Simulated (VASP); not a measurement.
**NbP: single point with PBEsol+D3(BJ)**

The system is NbP.

```
CELL_PARAMETERS angstrom
-1.64606 1.64606 5.56705
1.64606 -1.64606 5.56705
1.64606 1.64606 -5.56705
ATOMIC_POSITIONS crystal
Nb 0.25039 0.75039 0.50000
Nb 0.50039 0.50039 0.00000
P 0.83224 0.33224 0.50000
P 0.08224 0.08224 0.00000
```

```
Program                : VASP 6.6.1
Task                   : single point
Functional             : PBEsol
Dispersion             : D3(BJ)
Potentials or basis    : VASP PAW PBE potentials, release 64 (Nb_sv, P)
Cutoff                 : 520 eV
k mesh                 : 11 × 11 × 11
Occupations            : fermi-dirac, width 0.05 eV
Spin                   : no spin polarisation
Dipole correction      : no
Further INCAR settings : ALGO = Normal; EDIFF = 1e-06; NBANDS = 26
```

```
Pressure                   : -0.2 GPa
Band gap on the k mesh     : 0.04 eV (least direct gap 0.08 eV)
Dispersion energy per atom : -0.613 eV
```

Levels at points of the mesh, in eV from the valence-band top:
```csv
k point,band 14,band 15,band 16,band 17,band 18,band 19,band 20,band 21,band 22,band 23
"(0.00, 0.00, 0.00)",-2.32,-2.30,-1.79,-1.37,-1.37,0.83,1.73,2.94,3.39,3.39
```

Wall time 6.1 min on 1 thread of AMD EPYC 9R45 96-Core Processor (Zen 5) (shared host), peak memory 0.4 GiB.

Caveat: the PAW data sets were made with another functional, which shifts forces and pressure a little; an odd mesh through Γ misses points on the zone boundary, where band edges can lie.
